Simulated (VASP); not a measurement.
# NiO (F-43m) in VASP: notebook

Aim: see how the results for NiO move with the level of theory and the settings. Levels: LDA, PBE. Tasks: single point.

Program: VASP 6.6.1. These are calculated values, not measurements. Logs are shortened: lines on timing, memory, paths and dates and some standing lists are left out, and cuts for length are marked.

### 1 The cell of the first run

Symmetry: F-43m, No. 216, cubic system. The conventional cell has a = 4.482 Å, b = 4.482 Å, c = 4.482 Å, α = 90.00°, β = 90.00°, γ = 90.00°. Ni (site symmetry -43m) has 4 O at 1.94 Å within 2.6 Å. O (site symmetry -43m) has 4 Ni at 1.94 Å within 2.6 Å.

### 2 Single point, LDA, collinear spin, ferromagnetic start

INCAR

```
PREC     = Accurate       # precision mode
ENCUT    = 520            # plane-wave cutoff, eV
EDIFF    = 1E-7           # SCF threshold, eV
ISMEAR   = 0              # smearing method
SIGMA    = 0.05           # smearing width, eV
LREAL    = F              # projectors in reciprocal space
LASPH    = T              # aspherical terms in the spheres
NELM     = 150            # most SCF steps
ALGO     = Normal         # electronic algorithm
ISIF     = 2              # what is computed and relaxed
LWAVE    = F              # write WAVECAR
LCHARG   = F              # write CHGCAR
ISPIN    = 2              # spin polarisation
MAGMOM   = 1.62 0         # initial moments
LORBIT   = 11             # projections on sites
LMAXMIX  = 4              # l up to which the mixer works
GGA      = CA             # functional
NBANDS   = 19             # bands
```

KPOINTS

```
Automatic mesh
0
Gamma
  12 12 12
```

POSCAR

```
NiO
1.0
    0.0000000000      2.2409531277      2.2409531277
    2.2409531277      0.0000000000      2.2409531277
    2.2409531277      2.2409531277      0.0000000000
Ni O
1 1
Direct
    0.0000000000      0.0000000000      0.0000000000
    0.2500000000      0.2500000000      0.2500000000
```

Potentials or basis: VASP PAW LDA potentials, release 64 (Ni, O).

Command:

```
$ cat potpaw_LDA.64/Ni/POTCAR potpaw_LDA.64/O/POTCAR > POTCAR
$ mpirun -np 1 vasp_std > vasp.out
```

OUTCAR:

```text
PREC = Accurate
   ENCUT = 520
   EDIFF = 1E-7
   ISMEAR = 0
   LREAL = F
   LASPH = T
   NELM = 150
   ISIF = 2
   ISPIN = 2
   LORBIT = 11
   GGA = CA

 ion  position               nearest neighbor table
   1  0.000  0.000  0.000-   2 1.94   2 1.94   2 1.94   2 1.94
   2  0.250  0.250  0.250-   1 1.94   1 1.94   1 1.94   1 1.94

  LATTYP: Found a face centered cubic cell.
 ALAT       =     4.4819062554

  Lattice vectors:

 A1 = (   0.0000000000,   2.2409531277,   2.2409531277)
 A2 = (   2.2409531277,   0.0000000000,   2.2409531277)
 A3 = (   2.2409531277,   2.2409531277,   0.0000000000)

Analysis of symmetry for initial positions (statically):
=====================================================================
 Subroutine PRICEL returns:
 Original cell was already a primitive cell.

 Routine SETGRP: Setting up the symmetry group for a
 face centered cubic supercell.

 Subroutine GETGRP returns: Found 24 space group operations
 (whereof 24 operations were pure point group operations)
 out of a pool of 48 trial point group operations.

The static configuration has the point symmetry T_d .

Analysis of symmetry for dynamics (positions and initial velocities):
=====================================================================
 Subroutine PRICEL returns:
 Original cell was already a primitive cell.

 Routine SETGRP: Setting up the symmetry group for a
 face centered cubic supercell.

 Subroutine GETGRP returns: Found 24 space group operations
 (whereof 24 operations were pure point group operations)
 out of a pool of 48 trial point group operations.

The dynamic configuration has the point symmetry T_d .

Analysis of structural, dynamic, and magnetic symmetry:
=====================================================================
 Subroutine PRICEL returns:
 Original cell was already a primitive cell.

 Routine SETGRP: Setting up the symmetry group for a
 face centered cubic supercell.

 Subroutine GETGRP returns: Found 24 space group operations
 (whereof 24 operations were pure point group operations)
 out of a pool of 48 trial point group operations.

The overall configuration has the point symmetry T_d .

 Subroutine INISYM returns: Found 24 space group operations
 (whereof 24 operations are pure point group operations),
 and found     1 'primitive' translations

[... 106 lines left out ...]
   NUPDOWN=      -1.0000    fix difference up-down
   EMIN   =  10.00;   EMAX   =-10.00  energy-range for DOS
   EFERMI =   0.00;   METHOD = LEGACY
   ISMEAR =     0;   SIGMA  =   0.05  broadening in eV -4-tet -1-fermi 0-gaus
   EFERMI_NEDOS =   21; number of points for ismear=-14 and -15
   IALGO  =     38    algorithm
   IMIX   =      4    mixing-type and parameters
     AMIX     =   0.40;   BMIX     =  1.00
     AMIX_MAG =   1.60;   BMIX_MAG =  1.00
  volume/ion in A,a.u.               =      11.25        75.94
  Fermi-wavevector in a.u.,A,eV,Ry     =   1.461073  2.761028 29.044842  2.134736
  Thomas-Fermi vector in A             =   2.577448
   LORBIT       =     11    0 simple, 1 ext, 2 COOP (PROOUT), +10 PAW based schemes
   GGA     = CA    functional components
   LHFCALC =     F    Hartree Fock is set to
   AEXX    =    0.0000 exact exchange contribution
   IVDW    =     0    specifies the selected vdW correction
   LEPSILON=     F    determine dielectric tensor
   LRPA    =     F    only Hartree local field effects (RPA)
 spin polarized calculation
 Gauss-broadening in eV      SIGMA  =   0.05
  energy-cutoff  :      520.00
  volume of cell :       22.51
 maximum number of plane-waves:       620
   NGX = 11   NGY = 11   NGZ = 11

 number of electron      16.0000007 magnetization       1.5955693

 Free energy of the ion-electron system (eV)
  ---------------------------------------------------
  ext. energy  EPLUGINS =         0.00000000
  ---------------------------------------------------
  free energy    TOTEN  =       -13.32404969 eV

  energy without entropy =      -13.32174280  energy(sigma->0) =      -13.32289625

 E-fermi :   5.1374     XC(G=0): -11.7556

 val. band max:        5.1113202460   @ k =  -0.1667   0.0833   0.0000
 cond. band min:       5.1414729161   @ k =  -0.2500   0.1667   0.0000
 fundamental gap:      0.0301526701
 Fermi energy:         5.1374417144

 spin component 1

 k-point     1 :       0.0000    0.0000    0.0000
  band No.  band energies     occupation
      1     -14.4669      1.00000
      2      -0.6889      1.00000
      3      -0.6889      1.00000
      4      -0.6889      1.00000
      5       2.9501      1.00000
      6       2.9501      1.00000
[... 517 lines left out ...]
     18      32.0105      0.00000
     19      32.5273      0.00000

 [... further k-points ...]

 spin component 2

 k-point     1 :       0.0000    0.0000    0.0000
  band No.  band energies     occupation
      1     -13.9968      1.00000
      2       0.0444      1.00000
      3       0.0444      1.00000
      4       0.0444      1.00000
      5       3.9379      1.00000
      6       3.9379      1.00000
[... 517 lines left out ...]
     18      32.2636      0.00000
     19      32.8339      0.00000

 [... further k-points ...]
[... 5 lines left out ...]
  --------------------------------------------------------------------------------------
  -------------------------------------------------------------------------------------
  Total       -2.1779539     -2.1779539     -2.1779539     -0.0000000     -0.0000000      0.0000000
  in kB     -155.0354250   -155.0354250   -155.0354250     -0.0000000     -0.0000000      0.0000000
  external PRESSURE =    -155.0354250 kB  Pullay stress =       0.0000000 kB

 VOLUME and BASIS-vectors are now :
 -----------------------------------------------------------------------------
  energy-cutoff  :      520.00
  volume of cell :       22.51
      direct lattice vectors                 reciprocal lattice vectors
     0.000000000  2.240953128  2.240953128    -0.223119348  0.223119348  0.223119348
     2.240953128  0.000000000  2.240953128     0.223119348 -0.223119348  0.223119348
     2.240953128  2.240953128  0.000000000     0.223119348  0.223119348 -0.223119348

 POSITION                                       TOTAL-FORCE (eV/Angst)
 -----------------------------------------------------------------------------------
      0.00000      0.00000      0.00000         0.000000      0.000000      0.000000
      1.12048      1.12048      1.12048        -0.000000     -0.000000     -0.000000
 -----------------------------------------------------------------------------------
    total drift:                               -0.000001     -0.000001     -0.000001

  FREE ENERGIE OF THE ION-ELECTRON SYSTEM (eV)
  ---------------------------------------------------
  free  energy   TOTEN  =       -13.3240496908 eV

  energy  without entropy=      -13.3217428041  energy(sigma->0) =      -13.32289625

 total charge

# of ion       s       p       d       tot
------------------------------------------
    1        0.381   0.482   8.274   9.137
    2        1.546   3.375   0.000   4.922
--------------------------------------------------
tot          1.927   3.857   8.274  14.058

 magnetization (x)

# of ion       s       p       d       tot
------------------------------------------
    1        0.004   0.037   1.205   1.246
    2        0.013   0.284   0.000   0.296
--------------------------------------------------
tot          0.017   0.321   1.205   1.542
```

stdout:

```text
POSCAR found type information on POSCAR NiO
 POSCAR found :  2 types and       2 ions
 scaLAPACK will be used
 LDA part: xc-table for (Slater(with rela. corr.)+CA(PZ))
 , standard interpolation
 POSCAR, INCAR and KPOINTS ok, starting setup
 FFT: planning ... GRIDC
 FFT: planning ... GRID_SOFT
 FFT: planning ... GRID
 WAVECAR not read
 entering main loop
```

Wall time 56 s (1 thread of AMD EPYC 7R43 (Zen 3), shared host); peak memory 0.13 GiB.

What came out:

| Quantity | Value |
| --- | --- |
| Free energy | -13.3240 eV |
| Pressure | -15.5 GPa |
| Net moment | 1.60 μB per cell |
| Site moments | Ni +1.25; O +0.30 μB |
| Valence electrons inside the program's atomic spheres | Ni 9.14; O 4.92 |

Levels at points of the mesh, in eV from the Fermi level:
Spin up:
| k point | band 7 | band 8 | band 9 | band 10 | band 11 | band 12 |
| --- | --- | --- | --- | --- | --- | --- |
| (0.00, 0.00, 0.00) | 0.47 | 0.47 | 0.47 | 0.51 | 14.18 | 14.18 |
| (0.50, 0.00, 0.00) | -2.09 | -0.37 | -0.37 | 5.85 | 7.31 | 13.74 |
| (0.50, 0.50, 0.00) | -1.55 | -1.49 | -1.49 | 5.46 | 9.94 | 11.06 |
Spin down:
```
           k point  band 5  band 6  band 7  band 8  band 9  band 10
(0.00, 0.00, 0.00)   -1.20   -1.20    0.78    1.60    1.60     1.60
(0.50, 0.00, 0.00)   -1.04   -1.04   -0.90    0.72    0.72     6.11
(0.50, 0.50, 0.00)   -1.66   -0.88   -0.62   -0.27   -0.27     5.89
```

Caveat: a cell with one magnetic atom can't hold antiferromagnetic order, which such compounds often take; semilocal functionals often make such compounds metallic where correlation or magnetic order opens a gap, which also shifts bond lengths.

### 3 Single point, PBE, collinear spin, ferromagnetic start

This run uses another cell than the first one, of 11.29 Å³/atom, 1.003 times its volume.

INCAR

```
PREC = Accurate
ENCUT = 520
EDIFF = 1E-6
ISMEAR = 0
SIGMA = 0.05
LREAL = False
LASPH = True
NELM = 150
ALGO = Normal
ISIF = 2
LWAVE = False
LCHARG = True
ISPIN = 2
MAGMOM = 1.65 0
LORBIT = 11
LMAXMIX = 4
GGA = PE
LELF = True
LVHAR = True
NBANDS = 19
```

KPOINTS

```
regular mesh
0
Gamma
  12 12 12
```

POSCAR

```
NiO
1.0
    0.0000000000      2.2434015647      2.2434015647
    2.2434015647      0.0000000000      2.2434015647
    2.2434015647      2.2434015647      0.0000000000
Ni O
1 1
Direct
    0.0000000000      0.0000000000      0.0000000000
    0.2500000000      0.2500000000      0.2500000000
```

Potentials or basis: VASP PAW PBE potentials, release 64 (Ni, O).

Command:

```
$ cat potpaw_PBE.64/Ni/POTCAR potpaw_PBE.64/O/POTCAR > POTCAR
$ mpirun -np 1 vasp_std > vasp.out
```

Run time: 65 s. Hardware: 1 thread of AMD EPYC 7R43 (Zen 3), shared host; peak memory 0.14 GiB.

It converged, with:

- Free energy: -11.5961 eV
- Pressure: -0.2 GPa
- Net moment: 1.92 μB per cell
- Site moments: Ni +1.50; O +0.36 μB
- Valence electrons inside the program's atomic spheres: Ni 9.09; O 4.97

Levels at points of the mesh, in eV from the Fermi level:
Spin up:
```tsv
k point	band 7	band 8	band 9	band 10	band 11	band 12
(0.00, 0.00, 0.00)	0.17	0.17	0.17	0.45	14.27	14.27
(0.50, 0.00, 0.00)	-2.34	-0.65	-0.65	5.87	7.31	13.78
(0.50, 0.50, 0.00)	-1.85	-1.85	-1.74	5.40	9.94	11.18
```
Spin down:
| k point | band 5 | band 6 | band 7 | band 8 | band 9 | band 10 |
| --- | --- | --- | --- | --- | --- | --- |
| (0.00, 0.00, 0.00) | -1.34 | -1.34 | 0.75 | 1.77 | 1.77 | 1.77 |
| (0.50, 0.00, 0.00) | -1.14 | -1.14 | -0.73 | 0.87 | 0.87 | 6.18 |
| (0.50, 0.50, 0.00) | -1.50 | -1.04 | -0.73 | -0.08 | -0.08 | 5.87 |

Caveat: a cell with one magnetic atom can't hold antiferromagnetic order, which such compounds often take; semilocal functionals often make such compounds metallic where correlation or magnetic order opens a gap, which also shifts bond lengths. With open d or f shells a metallic result of PBE can be an artefact of self-interaction; +U or a hybrid may open a gap.

### 4 Single point, PBE, collinear spin, ferromagnetic start (volume scaled by 1.020)

INCAR

```
SYSTEM = NiO
ALGO     = Normal         ! electronic algorithm
EDIFF    = 1E-6           ! SCF threshold, eV
ENCUT    = 520            ! plane-wave cutoff, eV
GGA      = PE             ! functional
ISIF     = 2              ! what is computed and relaxed
ISMEAR   = 0              ! smearing method
ISPIN    = 2              ! spin polarisation
LASPH    = .True.         ! aspherical terms in the spheres
LCHARG   = .False.        ! write CHGCAR
LMAXMIX  = 4              ! l up to which the mixer works
LORBIT   = 11             ! projections on sites
LREAL    = .False.        ! projectors in reciprocal space
LWAVE    = .False.        ! write WAVECAR
MAGMOM   = 1.62 0         ! initial moments
NBANDS   = 19             ! bands
NELM     = 150            ! most SCF steps
PREC     = Accurate       ! precision mode
SIGMA    = 0.05           ! smearing width, eV
```

KPOINTS

```
k-points
0
Gamma
  12 12 12
  0 0 0
```

POSCAR

```
NiO
1.0
    0.0000000000      2.2557943094      2.2557943094
    2.2557943094      0.0000000000      2.2557943094
    2.2557943094      2.2557943094      0.0000000000
Ni O
1 1
Direct
    0.0000000000      0.0000000000      0.0000000000
    0.2500000000      0.2500000000      0.2500000000
```

Command:

```
$ cat potpaw_PBE.64/Ni/POTCAR potpaw_PBE.64/O/POTCAR > POTCAR
$ mpirun -np 1 vasp_std > vasp.out
```

It took 60 s on 1 thread of AMD EPYC 7R43 (Zen 3), shared host; peak memory 0.14 GiB.

It converged, with:

```
Free energy                                           : -11.5931 eV
Pressure                                              : -2.4 GPa
Net moment                                            : 1.95 μB per cell
Site moments                                          : Ni +1.52; O +0.37 μB
Valence electrons inside the program's atomic spheres : Ni 9.06; O 4.96
```

Levels at points of the mesh, in eV from the Fermi level:
Spin up:
| k point | band 5 | band 6 | band 7 | band 8 | band 9 | band 10 | band 11 | band 12 | band 13 | band 14 |
| --- | --- | --- | --- | --- | --- | --- | --- | --- | --- | --- |
| (0.00, 0.00, 0.00) | -2.39 | -2.39 | 0.12 | 0.12 | 0.12 | 0.42 | 14.15 | 14.15 | 14.15 | 20.53 |
| (0.50, 0.00, 0.00) | -2.56 | -2.33 | -2.33 | -0.67 | -0.67 | 5.79 | 7.24 | 13.67 | 13.67 | 17.59 |
| (0.50, 0.50, 0.00) | -3.08 | -2.13 | -1.85 | -1.85 | -1.74 | 5.36 | 9.78 | 11.12 | 14.38 | 14.38 |
Spin down:
```tsv
k point	band 5	band 6	band 7	band 8	band 9	band 10
(0.00, 0.00, 0.00)	-1.32	-1.32	0.73	1.75	1.75	1.75
(0.50, 0.00, 0.00)	-1.12	-1.12	-0.70	0.87	0.87	6.11
(0.50, 0.50, 0.00)	-1.45	-1.02	-0.72	-0.07	-0.07	5.83
```

Caveat: the cell differs from its parent crystal (volume scaled by 1.020); a cell with one magnetic atom can't hold antiferromagnetic order, which such compounds often take; semilocal functionals often make such compounds metallic where correlation or magnetic order opens a gap, which also shifts bond lengths.

### 5 Single point, PBE, collinear spin, ferromagnetic start

This run uses another cell than the first one, of 11.67 Å³/atom, 1.037 times its volume.

INCAR

```
SYSTEM = NiO
ALGO = Normal
EDIFF = 1E-6
ENCUT = 520
GGA = PE
ISIF = 2
ISMEAR = 0
ISPIN = 2
LASPH = .TRUE.
LCHARG = .TRUE.
LELF = .TRUE.
LMAXMIX = 4
LORBIT = 11
LREAL = .FALSE.
LVHAR = .TRUE.
LWAVE = .FALSE.
MAGMOM = 2 0
NBANDS = 19
NELM = 150
PREC = Accurate
SIGMA = 0.05
```

KPOINTS

```
k-points
0
G
  12 12 12
  0 0 0
```

POSCAR

```
NiO
1.0
    0.0000000000      2.2685246777      2.2685246777
    2.2685246777      0.0000000000      2.2685246777
    2.2685246777      2.2685246777      0.0000000000
Ni O
1 1
Direct
    0.0000000000      0.0000000000      0.0000000000
    0.2500000000      0.2500000000      0.2500000000
```

Command:

```
$ cat potpaw_PBE.64/Ni/POTCAR potpaw_PBE.64/O/POTCAR > POTCAR
$ mpirun -np 1 vasp_std > vasp.out
```

Wall time 62 s (1 thread of AMD EPYC 7R43 (Zen 3), shared host); peak memory 0.14 GiB.

Results (log left out):

```
Free energy                                           : -11.5846 eV
Pressure                                              : -4.7 GPa
Band gap on the k mesh                                : zero (filled and empty bands overlap)
Net moment                                            : 1.96 μB per cell
Site moments                                          : Ni +1.53; O +0.37 μB
Valence electrons inside the program's atomic spheres : Ni 9.03; O 4.96
```

Levels at points of the mesh, in eV from the Fermi level:
Spin up:
```csv
k point,band 6,band 7,band 8,band 9,band 10,band 11,band 12,band 13
"(0.00, 0.00, 0.00)",-2.37,0.09,0.09,0.09,0.40,14.03,14.03,14.03
"(0.50, 0.00, 0.00)",-2.32,-2.32,-0.69,-0.69,5.72,7.17,13.56,13.56
"(0.50, 0.50, 0.00)",-2.11,-1.86,-1.86,-1.74,5.32,9.61,11.06,14.22
```
Spin down:
| k point | band 4 | band 5 | band 6 | band 7 | band 8 | band 9 | band 10 | band 11 |
| --- | --- | --- | --- | --- | --- | --- | --- | --- |
| (0.00, 0.00, 0.00) | -4.72 | -1.30 | -1.30 | 0.70 | 1.72 | 1.72 | 1.72 | 14.29 |
| (0.50, 0.00, 0.00) | -4.49 | -1.10 | -1.10 | -0.68 | 0.86 | 0.86 | 6.04 | 7.69 |
| (0.50, 0.50, 0.00) | -4.17 | -1.39 | -1.01 | -0.71 | -0.05 | -0.05 | 5.79 | 10.27 |

Caveat: a cell with one magnetic atom can't hold antiferromagnetic order, which such compounds often take; semilocal functionals often make such compounds metallic where correlation or magnetic order opens a gap, which also shifts bond lengths. With open d or f shells a metallic result of PBE can be an artefact of self-interaction; +U or a hybrid may open a gap.

### 6 Summary

```tsv
level	potentials or basis	cell	gap on the mesh (eV)	pressure (GPa)	moment (μB)
LDA	VASP PAW LDA potentials, release 64 (Ni, O)	a = 3.169 Å, angles 60.0°, 2 atoms	none	-15.5	1.60
PBE	VASP PAW PBE potentials, release 64 (Ni, O)	a = 3.173 Å, angles 60.0°, 2 atoms	none	-0.2	1.92
PBE	VASP PAW PBE potentials, release 64 (Ni, O)	a = 3.190 Å, angles 60.0°, 2 atoms	none	-2.4	1.95
PBE	VASP PAW PBE potentials, release 64 (Ni, O)	a = 3.208 Å, angles 60.0°, 2 atoms	none	-4.7	1.96
```

Alike in all rows: task single point; spin collinear, ferromagnetic start; k mesh 12 × 12 × 12; cutoff (eV) 520; smearing gaussian 0.05 eV.

Caveats: a cell with one magnetic atom can't hold antiferromagnetic order, which such compounds often take; semilocal functionals often make such compounds metallic where correlation or magnetic order opens a gap, which also shifts bond lengths.

Absolute energies hang on the potentials; compare differences alone.
